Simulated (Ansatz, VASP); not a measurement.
## One calculation of Li2Se, two programs

```
Li Se
1.0
     0.00000    2.99346    2.99346
     2.99346    0.00000    2.99346
     2.99346    2.99346    0.00000
Li Se
2 1
Direct
  0.25000 0.25000 0.25000
  0.75000 0.75000 0.75000
  0.00000 0.00000 0.00000
```

Alike in both runs: task single point; functional HSE06; k mesh 4 × 4 × 4; no spin polarisation.

|  | VASP | Ansatz |
| --- | --- | --- |
| version | VASP 6.6.1 | Ansatz 0.2.0 |
| potentials or method | VASP PAW PBE potentials, release 64 (Li_sv, Se) | plane waves |
| plane-wave cutoff (eV) | 650 | 420 |
| occupations | gaussian, width 0.01 eV | fixed |
| valence electrons in the cell | 12 | 22 |

|  | VASP | Ansatz | Ansatz less VASP |
| --- | --- | --- | --- |
| gap on the k mesh at the Fermi level (eV) | 3.83 | 3.82 | -0.010 |
| pressure (GPa) | -0.5 | -0.3 | +0.23 |

VASP's potentials hold 12 valence electrons a cell and Ansatz's 22, so a difference there can come from the potentials and not from the codes. Ansatz's warnings: exchange mesh not taken up, stress exchange threshold loose, stress scf threshold loose.

The k mesh is coarse, so the values compare programs but aren't converged.
